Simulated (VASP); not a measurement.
Set up this calculation in VASP 6.6.1, as the native input.

```yaml
Task: single point
Functional: PBE
Potentials_or_basis: VASP PAW PBE potentials, release 64 (Ba_sv, Ti_sv, O_h)
Cutoff: 910 eV
k_mesh: 8 × 8 × 8
Occupations: gaussian, width 0.02 eV
Spin: no spin polarisation
Dipole_correction: no
Further_INCAR_settings: ALGO = Normal; EDIFF = 1e-06; NBANDS = 28
```

The structure of BaTiO3 lies in POSCAR:

```
BaTiO3
1.0
    4.0192501412      0.0000000000      0.0000000000
    0.0000000000      4.0192501412      0.0000000000
    0.0000000000      0.0000000000      4.0192501412
Ba Ti O
1 1 3
Direct
    0.5000000000      0.5000000000      0.5000000000
    0.0000000000      0.0000000000      0.0000000000
    0.5000000000      0.0000000000      0.0000000000
    0.0000000000      0.5000000000      0.0000000000
    0.0000000000      0.0000000000      0.5000000000
```

These files were run (other wordings do the same):

INCAR

```
ALGO     = Normal         # electronic algorithm
EDIFF    = 1E-6           # SCF threshold, eV
ENCUT    = 910            # plane-wave cutoff, eV
GGA      = PE             # functional
GGA_COMPAT= False        
ISIF     = 2              # what is computed and relaxed
ISMEAR   = 0              # smearing method
LASPH    = True           # aspherical terms in the spheres
LCHARG   = True           # write CHGCAR
LELF     = True           # ELF
LREAL    = False          # projectors in reciprocal space
LVHAR    = True         
LWAVE    = False          # write WAVECAR
NBANDS   = 28             # bands
NELM     = 120            # most SCF steps
PREC     = Accurate       # precision mode
SIGMA    = 0.02           # smearing width, eV
```

KPOINTS

```
k-points
0
Gamma
  8 8 8
```

Potentials or basis: VASP PAW PBE potentials, release 64 (Ba_sv, Ti_sv, O_h).

Run with:

```bash
$ cat potpaw_PBE.64/Ba_sv/POTCAR potpaw_PBE.64/Ti_sv/POTCAR potpaw_PBE.64/O_h/POTCAR > POTCAR
$ mpirun -np 1 vasp_std > vasp.out
```

Results of the run:

| Property | Result |
| --- | --- |
| Pressure | 1.4 GPa |
| Band gap on the k mesh | 1.72 eV (least direct gap 1.88 eV) |

Caveat: the cutoff is under 1.25 times the usual one of these potentials, so pressure, stress and relaxed cells hold a basis-set (Pulay) error; spin-orbit coupling is left out, which moves the levels of the heavy elements.

Run time: 2 min on 1 thread of Intel(R) Xeon(R) Platinum 8259CL CPU @ 2.50GHz (Skylake/Cascade Lake), with other jobs on the host, peak memory 0.34 GiB.
